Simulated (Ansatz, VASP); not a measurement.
## One calculation of HfO2, two programs

```
CELL_PARAMETERS angstrom
0.00000 2.52918 2.52918
2.52918 0.00000 2.52918
2.52918 2.52918 0.00000
ATOMIC_POSITIONS crystal
Hf 0.00000 0.00000 0.00000
O 0.25000 0.25000 0.25000
O 0.75000 0.75000 0.75000
```

Alike in both runs: task single point; functional HSE06; k mesh 6 × 6 × 6; no spin polarisation.

```csv
,VASP,Ansatz
version,VASP 6.6.1,Ansatz 0.2.0
potentials or method,"VASP PAW PBE potentials, release 64 (Hf_pv, O)","plane waves, PAW"
plane-wave cutoff (eV),520,420
occupations,"gaussian, width 0.01 eV",fixed
valence electrons in the cell,22,38
```

```tsv
	VASP	Ansatz	Ansatz less VASP
gap on the k mesh at the Fermi level (eV)	5.36	5.41	+0.045
pressure (GPa)	-5.3	-0.4	+4.92
```

One of these differences is far larger than is usual between the two programs; its cause wasn't traced. VASP's potentials hold 22 valence electrons a cell and Ansatz's 38, so a difference there can come from the potentials and not from the codes. Ansatz's warnings: stress exchange threshold loose, stress scf threshold loose.

Spin-orbit coupling is off throughout.
